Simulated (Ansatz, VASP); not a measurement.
# GaN: VASP beside Ansatz

```
Ga N
1.0
     3.16674    0.00000    0.00000
    -1.58337    2.74248    0.00000
     0.00000    0.00000   10.50567
Ga N
4 4
Direct
  0.00000 0.00000 0.28349
  0.33333 0.66667 0.53120
  0.66667 0.33333 0.03120
  0.00000 0.00000 0.78349
  0.33333 0.66667 0.85145
  0.00000 0.00000 0.59386
  0.66667 0.33333 0.35145
  0.00000 0.00000 0.09386
```

Alike in both runs: task single point; functional PBE; k mesh 12 × 12 × 4; occupations gaussian, width 0.05 eV; no spin polarisation.

|  | VASP | Ansatz |
| --- | --- | --- |
| version | VASP 6.6.1 | Ansatz 0.2.0 |
| potentials or method | VASP PAW PBE potentials, release 64 (Ga_d, N), cutoff 520 eV | scalar-relativistic, plane waves, PAW |
| valence electrons in the cell | 72 | 72 |

Ansatz gave:

```
gap on the k mesh at the Fermi level (eV)                     : 1.03
least direct gap on the mesh (eV)                             : 1.03
pressure (GPa)                                                : 0.0
traceless stress, the component that is largest in VASP (GPa) : 0.00
rms of the force components (eV/Å)                            : 0.000
```

Question: What did VASP give for the same quantities?

Answer: gap on the k mesh at the Fermi level (eV): 1.03; least direct gap on the mesh (eV): 1.03; pressure (GPa): -0.1; traceless stress, the component that is largest in VASP (GPa): -0.09; rms of the force components (eV/Å): 0.004.

Atom by atom the forces differ by 0.003 eV/Å (rms over components).
